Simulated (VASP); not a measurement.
# Yb: single point with PBE

Crystal: Yb.

```xyz
1
Lattice="0.0000 2.6831 2.6831 2.6831 0.0000 2.6831 2.6831 2.6831 0.0000" Properties=species:S:1:pos:R:3 pbc="T T T"
Yb    0.0000    0.0000    0.0000
```

```json
{
 "Program": "VASP 6.6.1",
 "Task": "single point",
 "Functional": "PBE",
 "Potentials or basis": "VASP PAW PBE potentials, release 64 (Yb)",
 "Cutoff": "520 eV",
 "k mesh": "17 × 17 × 17",
 "Occupations": "fermi-dirac, width 0.1 eV",
 "Spin": "no spin polarisation"
}
```

* Pressure: -1.1 GPa
* Band gap on the k mesh: zero (bands 12 and 13 overlap by 0.04 eV)

Levels at points of the mesh, in eV from the Fermi level:
```tsv
k point	band 9	band 10	band 11	band 12	band 13	band 14	band 15	band 16
(0.00, 0.00, 0.00)	-0.53	-0.44	-0.44	-0.44	2.74	2.74	2.74	4.70
```

Run time: 2.4 min on 1 thread of Intel(R) Xeon(R) Platinum 8488C (Sapphire Rapids) (shared host), peak memory 0.26 GiB.

Caveat: spin-orbit coupling is left out, which moves the levels of the heavy elements. Spin polarisation is off, so any magnetic state and its effect on volume and gap are missing.
